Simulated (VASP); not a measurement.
**Ag: single point with LDA**

The system is Ag.

```xyz
1
Lattice="2.5533 0.0000 0.0000 0.0000 2.5533 0.0000 0.0000 0.0000 2.5533" Properties=species:S:1:pos:R:3 pbc="T T T"
Ag    0.0000    0.0000    0.0000
```

- Program: VASP 6.6.1
- Task: single point
- Functional: LDA
- Potentials or basis: VASP PAW LDA potentials, release 64 (Ag)
- Cutoff: 520 eV
- k mesh: 9 × 9 × 9
- Occupations: methfessel-paxton, width 0.1 eV
- Spin: no spin polarisation
- Dipole correction: no
- Further INCAR settings: ALGO = Normal; EDIFF = 1e-06; NBANDS = 12

- Pressure: 15.0 GPa

Levels at points of the mesh, in eV from the Fermi level:
```
           k point  band 2  band 3  band 4  band 5  band 6  band 7  band 8  band 9  band 10  band 11
(0.00, 0.00, 0.00)   -6.65   -6.65   -2.39   -2.39   -2.39   15.78   15.78   15.78    22.14    22.14
```

Run time: 3 s on 1 thread of Intel(R) Xeon(R) Platinum 8488C (Sapphire Rapids), on a shared host, peak memory 0.12 GiB.
